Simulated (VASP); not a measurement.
K3SBr: single point with r2SCAN

The system is K3SBr.

```xyz
5
Lattice="5.8336 0.0000 0.0000 0.0000 5.8336 0.0000 0.0000 0.0000 5.8336" Properties=species:S:1:pos:R:3 pbc="T T T"
Br    0.0000    0.0000    0.0000
S     2.9168    2.9168    2.9168
K     2.9168    2.9168    0.0000
K     2.9168    0.0000    2.9168
K     0.0000    2.9168    2.9168
```

| Property | Result |
| --- | --- |
| Program | VASP 6.6.1 |
| Task | single point |
| Functional | r2SCAN |
| Potentials or basis | VASP PAW PBE potentials, release 64 (Br, S, K_sv) |
| Cutoff | 520 eV |
| k mesh | 4 × 4 × 4 |
| Occupations | gaussian, width 0.01 eV |
| Spin | no spin polarisation |

| Item | Value |
| --- | --- |
| Pressure | 1.0 GPa |
| Band gap on the k mesh | 2.15 eV |

Levels at points of the mesh, in eV from the valence-band top:
| k point | band 17 | band 18 | band 19 | band 20 | band 21 | band 22 | band 23 | band 24 |
| --- | --- | --- | --- | --- | --- | --- | --- | --- |
| (0.00, 0.00, 0.00) | -2.17 | 0.00 | 0.00 | 0.00 | 2.15 | 4.23 | 4.23 | 5.19 |
| (0.50, 0.00, 0.00) | -2.17 | -0.81 | -0.10 | -0.10 | 3.54 | 4.24 | 4.97 | 5.62 |
| (0.50, 0.50, 0.00) | -2.18 | -0.78 | -0.78 | -0.17 | 4.17 | 4.88 | 5.28 | 5.28 |
| (0.50, 0.50, 0.50) | -2.28 | -0.93 | -0.93 | -0.93 | 5.17 | 5.25 | 5.25 | 5.25 |

Wall time 2.3 min on 1 thread of Intel(R) Xeon(R) 6975P-C (Granite Rapids) (shared host), peak memory 0.38 GiB.

Caveat: the PAW data sets were made with another functional, which shifts forces and pressure a little.
